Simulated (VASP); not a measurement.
# W (Im-3m) in VASP: a series of runs

W is run at these levels: r2SCAN; tasks: single point.

Program: VASP 6.6.1. These are calculated values, not measurements. Logs are shortened: lines on timing, memory, paths and dates and some standing lists are left out, and cuts for length are marked.

## (1) The cell of the first run

It takes space group Im-3m (No. 229, cubic). The conventional cell has a = 3.170 Å, b = 3.170 Å, c = 3.170 Å, α = 90.00°, β = 90.00°, γ = 90.00°. W (site symmetry m-3m) has 14 W at 2.74 to 3.17 Å within 3.6 Å.

## (2) Single point, r2SCAN

Input file POSCAR:

```
W
1.0
   -1.5848038465      1.5848038465      1.5848038465
    1.5848038465     -1.5848038465      1.5848038465
    1.5848038465      1.5848038465     -1.5848038465
W
1
Direct
    0.0000000000      0.0000000000      0.0000000000
```

Input file INCAR.step1:

```
PREC     = Accurate       # precision mode
ENCUT    = 520            # plane-wave cutoff, eV
ISMEAR   = 0              # smearing method
SIGMA    = 0.2            # smearing width, eV
LREAL    = False          # projectors in reciprocal space
LASPH    = True           # aspherical terms in the spheres
NELM     = 80             # most SCF steps
NBANDS   = 13             # bands
GGA      = PE             # functional
ALGO     = Normal         # electronic algorithm
EDIFF    = 1E-4           # SCF threshold, eV
LWAVE    = True           # write WAVECAR
LCHARG   = False          # write CHGCAR
```

Input file INCAR.step2:

```
PREC     = Accurate       # precision mode
ENCUT    = 520            # plane-wave cutoff, eV
EDIFF    = 1E-6           # SCF threshold, eV
ISMEAR   = 0              # smearing method
SIGMA    = 0.2            # smearing width, eV
LREAL    = False          # projectors in reciprocal space
LASPH    = True           # aspherical terms in the spheres
NELM     = 80             # most SCF steps
ALGO     = Normal         # electronic algorithm
ISIF     = 2              # what is computed and relaxed
LWAVE    = False          # write WAVECAR
LCHARG   = False          # write CHGCAR
METAGGA  = R2SCAN         # meta-GGA
LMIXTAU  = True         
NBANDS   = 13             # bands
ISTART   = 1
```

Input file KPOINTS:

```
Automatic mesh
0
Gamma
  14 14 14
```

Potentials or basis: VASP PAW PBE potentials, release 64 (W_sv).

On the command line:

```console
> cat potpaw_PBE.64/W_sv/POTCAR > POTCAR
> cp INCAR.step1 INCAR
> mpirun -np 1 vasp_std > vasp.out
> cp INCAR.step2 INCAR
> mpirun -np 1 vasp_std > vasp.out
```

OUTCAR:

```text
PREC = Accurate
   ENCUT = 520
   EDIFF = 1E-6
   ISMEAR = 0
   LREAL = False
   LASPH = True
   NELM = 80
   ISIF = 2
   METAGGA = R2SCAN
   ISTART = 1

 ion  position               nearest neighbor table
   1  0.000  0.000  0.000-

  LATTYP: Found a body centered cubic cell.
 ALAT       =     3.1696076930

  Lattice vectors:

 A1 = (  -1.5848038465,   1.5848038465,   1.5848038465)
 A2 = (   1.5848038465,  -1.5848038465,   1.5848038465)
 A3 = (   1.5848038465,   1.5848038465,  -1.5848038465)

Analysis of symmetry for initial positions (statically):
=====================================================================
 Subroutine PRICEL returns:
 Original cell was already a primitive cell.

 Routine SETGRP: Setting up the symmetry group for a
 body centered cubic supercell.

 Subroutine GETGRP returns: Found 48 space group operations
 (whereof 48 operations were pure point group operations)
 out of a pool of 48 trial point group operations.

The static configuration has the point symmetry O_h .

Analysis of symmetry for dynamics (positions and initial velocities):
=====================================================================
 Subroutine PRICEL returns:
 Original cell was already a primitive cell.

 Routine SETGRP: Setting up the symmetry group for a
 body centered cubic supercell.

 Subroutine GETGRP returns: Found 48 space group operations
 (whereof 48 operations were pure point group operations)
 out of a pool of 48 trial point group operations.

The dynamic configuration has the point symmetry O_h .

 Subroutine INISYM returns: Found 48 space group operations
 (whereof 48 operations are pure point group operations),
 and found     1 'primitive' translations

----------------------------------------------------------------------------------------

                                     Primitive cell

  volume of cell :      15.9216

  direct lattice vectors                    reciprocal lattice vectors
    -1.584803847  1.584803847  1.584803847     0.000000000  0.315496458  0.315496458
     1.584803847 -1.584803847  1.584803847     0.315496458  0.000000000  0.315496458
     1.584803847  1.584803847 -1.584803847     0.315496458  0.315496458  0.000000000

  length of vectors
     2.744960782  2.744960782  2.744960782     0.446179370  0.446179370  0.446179370

  position of ions in fractional coordinates (direct lattice)
     0.000000000  0.000000000  0.000000000

  ion indices of the primitive-cell ions
   primitive index   ion index
                 1           1

----------------------------------------------------------------------------------------

 KPOINTS: Automatic mesh

Automatic generation of k-mesh.
 Grid dimensions read from file:
 generate k-points for:   14   14   14

 Generating k-lattice:

  Cartesian coordinates                     Fractional coordinates (reciprocal lattice)
     0.000000000  0.022535461  0.022535461     0.071428571  0.000000000  0.000000000
     0.022535461  0.000000000  0.022535461     0.000000000  0.071428571  0.000000000
     0.022535461  0.022535461  0.000000000     0.000000000  0.000000000  0.071428571

  Length of vectors
     0.031869955  0.031869955  0.031869955

  Shift w.r.t. Gamma in fractional coordinates (k-lattice)
     0.000000000  0.000000000  0.000000000

 Subroutine IBZKPT returns following result:
 ===========================================

 Found    104 irreducible k-points:

 Following reciprocal coordinates:
            Coordinates               Weight
  0.000000  0.000000  0.000000      1.000000
  0.071429  0.000000  0.000000     12.000000
  0.142857  0.000000  0.000000     12.000000
  0.214286  0.000000  0.000000     12.000000
  0.285714  0.000000  0.000000     12.000000
  0.357143  0.000000  0.000000     12.000000
[... 16 lines left out ...]
  0.285714  0.285714  0.000000     24.000000
  0.357143  0.285714  0.000000     24.000000
 [... further k-points ...]
   k-points           NKPTS =    104   k-points in BZ     NKDIM =    104   number of bands    NBANDS=     13
   number of dos      NEDOS =    301   number of ions     NIONS =      1
   total plane-waves  NPLWV =   8000
   dimension x,y,z NGX =    20 NGY =   20 NGZ =   20
   dimension x,y,z NGXF=    40 NGYF=   40 NGZF=   40
   ions per type =               1
   NGX,Y,Z   is equivalent  to a cutoff of  12.11, 12.11, 12.11 a.u.
   NGXF,Y,Z  is equivalent  to a cutoff of  24.23, 24.23, 24.23 a.u.
 SYSTEM =  unknown system
   PREC   = accura    normal or accurate (medium, high low for compatibility)
   ISTART =      1    job   : 0-new  1-cont  2-samecut
   ICHARG =      0    charge: 1-file 2-atom 10-const
   ISPIN  =      1    spin polarized calculation?
   LNONCOLLINEAR =      F non collinear calculations
   LSORBIT =      F    spin-orbit coupling
   LASPH  =      T    aspherical Exc in radial PAW
   ENCUT  =  520.0 eV  38.22 Ry    6.18 a.u.   5.10  5.10  5.10*2*pi/ulx,y,z
   NELM   =     80;   NELMIN=  2; NELMDL=  0     # of ELM steps
   EDIFF  = 0.1E-05   stopping-criterion for ELM
   LREAL  =      F    real-space projection
   EDIFFG = 0.1E-04   stopping-criterion for IOM
   NSW    =      0    number of steps for IOM
   IBRION =     -1    ionic relax: 0-MD 1-quasi-New 2-CG
   NFREE  =      0    steps in history (QN), initial steepest desc. (CG)
   ISIF   =      2    stress and relaxation
   ISYM   =      2    0-nonsym 1-usesym 2-fastsym
   POTIM  = 0.5000    time-step for ionic-motion
   TEBEG  =    0.0;   TEEND  =   0.0 temperature during run
   PSTRESS=    0.0 pullay stress
   NELECT =      14.0000    total number of electrons
   NUPDOWN=      -1.0000    fix difference up-down
   EMIN   =  10.00;   EMAX   =-10.00  energy-range for DOS
   EFERMI =   0.00;   METHOD = LEGACY
   ISMEAR =     0;   SIGMA  =   0.20  broadening in eV -4-tet -1-fermi 0-gaus
   EFERMI_NEDOS =   21; number of points for ismear=-14 and -15
   IALGO  =     38    algorithm
   IMIX   =      4    mixing-type and parameters
     AMIX     =   0.40;   BMIX     =  1.00
     AMIX_MAG =   1.60;   BMIX_MAG =  1.00
  volume/ion in A,a.u.               =      15.92       107.44
  Fermi-wavevector in a.u.,A,eV,Ry     =   1.568395  2.963836 33.468448  2.459862
  Thomas-Fermi vector in A             =   2.670432
   LORBIT       =      0    0 simple, 1 ext, 2 COOP (PROOUT), +10 PAW based schemes
   METAGGA = R2SCAN    functional components
   LHFCALC =     F    Hartree Fock is set to
   AEXX    =    0.0000 exact exchange contribution
   IVDW    =     0    specifies the selected vdW correction
   LEPSILON=     F    determine dielectric tensor
   LRPA    =     F    only Hartree local field effects (RPA)
 non-spin polarized calculation
 Gauss-broadening in eV      SIGMA  =   0.20
  energy-cutoff  :      520.00
  volume of cell :       15.92
 maximum number of plane-waves:       444
   NGX = 11   NGY = 11   NGZ = 11

 number of electron      14.0000003 magnetization

 Free energy of the ion-electron system (eV)
  ---------------------------------------------------
  ext. energy  EPLUGINS =         0.00000000
  ---------------------------------------------------
  free energy    TOTEN  =       -51.35067851 eV

  energy without entropy =      -51.34032302  energy(sigma->0) =      -51.34550077

 E-fermi :  11.2842     XC(G=0): -14.9334

 val. band max:       11.2575377691   @ k =  -0.1429   0.1429   0.1429
 cond. band min:      11.3047954621   @ k =   0.5000   0.5000   0.2143
 fundamental gap:      0.0472576930
 Fermi energy:        11.2842412678

 k-point     1 :       0.0000    0.0000    0.0000
  band No.  band energies     occupation
      1     -64.9048      2.00000
      2     -27.7701      2.00000
      3     -27.7701      2.00000
      4     -27.7701      2.00000
      5       1.1217      2.00000
      6       9.9479      2.00000
      7       9.9479      2.00000
      8       9.9479      2.00000
      9      13.7724      0.00000
     10      13.7724      0.00000
     11      26.4766      0.00000
     12      26.4766      0.00000
     13      26.4766      0.00000

 k-point     2 :       0.0714    0.0000    0.0000
  band No.  band energies     occupation
      1     -64.8975      2.00000
      2     -27.8426      2.00000
      3     -27.7926      2.00000
      4     -27.7705      2.00000
      5       1.3776      2.00000
      6       9.7912      2.00000
      7       9.9084      2.00000
      8      10.1944      2.00000
      9      13.5259      0.00000
     10      13.7721      0.00000
     11      26.6904      0.00000
     12      26.9129      0.00000
     13      27.0837      0.00000

 k-point     3 :       0.1429    0.0000    0.0000
  band No.  band energies     occupation
      1     -64.8771      2.00000
      2     -28.0423      2.00000
      3     -27.8549      2.00000
      4     -27.7715      2.00000
      5       2.0972      2.00000
      6       9.3798      2.00000
      7       9.7277      2.00000
      8      10.9198      1.99004
      9      13.1036      0.00000
     10      13.7919      0.00000
     11      27.1333      0.00000
     12      28.1579      0.00000
     13      28.4254      0.00000
[... 305 lines left out ...]
 k-point    23 :       0.2857    0.2857    0.0000
  band No.  band energies     occupation
      1     -64.7433      2.00000
      2     -28.8604      2.00000
      3     -28.5017      2.00000
      4     -27.9316      2.00000
      5       6.4695      2.00000
      6       7.9070      2.00000
      7       8.8933      2.00000
      8      13.6431      0.00000
      9      14.5503      0.00000
     10      20.2945      0.00000
     11      21.0375      0.00000
     12      24.9889      0.00000
     13      28.6611      0.00000

 k-point    24 :       0.3571    0.2857    0.0000
  band No.  band energies     occupation
      1     -64.7387      2.00000
      2     -28.8090      2.00000
      3     -28.6024      2.00000
      4     -27.9388      2.00000
      5       6.5767      2.00000
      6       8.0661      2.00000
      7       8.7814      2.00000
      8      13.9090      0.00000
      9      14.5201      0.00000
     10      20.0943      0.00000
     11      21.7360      0.00000
     12      23.8804      0.00000
     13      29.1402      0.00000

 [... further k-points ...]
[... 5 lines left out ...]
  --------------------------------------------------------------------------------------
  -------------------------------------------------------------------------------------
  Total        0.1232316      0.1232316      0.1232316     -0.0000000     -0.0000000      0.0000000
  in kB       12.4007001     12.4007001     12.4007001     -0.0000000     -0.0000000      0.0000000
  external PRESSURE =      12.4007001 kB  Pullay stress =       0.0000000 kB

 VOLUME and BASIS-vectors are now :
 -----------------------------------------------------------------------------
  energy-cutoff  :      520.00
  volume of cell :       15.92
      direct lattice vectors                 reciprocal lattice vectors
    -1.584803847  1.584803847  1.584803847     0.000000000  0.315496458  0.315496458
     1.584803847 -1.584803847  1.584803847     0.315496458  0.000000000  0.315496458
     1.584803847  1.584803847 -1.584803847     0.315496458  0.315496458  0.000000000

 POSITION                                       TOTAL-FORCE (eV/Angst)
 -----------------------------------------------------------------------------------
      0.00000      0.00000      0.00000         0.000000     -0.000000      0.000000
 -----------------------------------------------------------------------------------
    total drift:                                0.000000     -0.000000      0.000000

  FREE ENERGIE OF THE ION-ELECTRON SYSTEM (eV)
  ---------------------------------------------------
  free  energy   TOTEN  =       -51.3506785142 eV

  energy  without entropy=      -51.3403230191  energy(sigma->0) =      -51.34550077
```

Wall time 1.8 min (1 thread of Intel Xeon 8259CL, shared host); peak memory 0.14 GiB.

What came out:

```yaml
Free_energy: -51.3507 eV
Pressure: 1.2 GPa
Band_gap_on_the_k_mesh: zero (bands 7 and 8 overlap by 6.58 eV)
```

Caveat: the PAW data sets were made with another functional, which shifts forces and pressure a little; spin-orbit coupling is left out, which moves the levels of the heavy elements.

## (3) Single point, r2SCAN

POSCAR is that of step 2.

Input file INCAR.step1:

```
SYSTEM = W
  PREC = Accurate
  ENCUT = 520
  ISMEAR = 0
  SIGMA = 0.3
  LREAL = .FALSE.
  LASPH = .TRUE.
  NELM = 60
  NBANDS = 13
  GGA = PE
  ALGO = Normal
  EDIFF = 1E-4
  LWAVE = .TRUE.
  LCHARG = .FALSE.
```

Input file INCAR.step2:

```
SYSTEM = W
  PREC = Accurate
  ENCUT = 520
  EDIFF = 1E-6
  ISMEAR = 0
  SIGMA = 0.3
  LREAL = .FALSE.
  LASPH = .TRUE.
  NELM = 60
  ALGO = Normal
  ISIF = 2
  LWAVE = .FALSE.
  LCHARG = .TRUE.
  METAGGA = R2SCAN
  LMIXTAU = .TRUE.
  LELF = .TRUE.
  LVHAR = .TRUE.
  NBANDS = 13
  ISTART = 1
```

Input file KPOINTS:

```
Automatic mesh
0
G
  14 14 14
  0 0 0
```

Potentials or basis: VASP PAW PBE potentials, release 64 (W_sv).

On the command line:

```console
> cat potpaw_PBE.64/W_sv/POTCAR > POTCAR
> cp INCAR.step1 INCAR
> mpirun -np 1 vasp_std > vasp.out
> cp INCAR.step2 INCAR
> mpirun -np 1 vasp_std > vasp.out
```

Run time: 1.8 min. Hardware: 1 thread of Intel Xeon 8259CL, shared host; peak memory 0.14 GiB.

It converged, with:

```
Free energy            : -51.3568 eV
Pressure               : 1.1 GPa
Band gap on the k mesh : zero (bands 7 and 8 overlap by 6.58 eV)
```

Levels at points of the mesh, in eV from the Fermi level:
```csv
k point,band 5,band 6,band 7,band 8,band 9,band 10
"(0.00, 0.00, 0.00)",-10.14,-1.31,-1.31,-1.31,2.51,2.51
"(0.50, 0.00, 0.00)",-6.57,-3.77,0.47,2.35,3.39,6.26
"(0.50, 0.50, 0.50)",-6.02,-6.02,5.27,5.27,5.27,8.47
```

Caveat: so wide a smearing shifts energies and pressures; the PAW data sets were made with another functional, which shifts forces and pressure a little; spin-orbit coupling is left out, which moves the levels of the heavy elements.

[end of part 1 of 2]
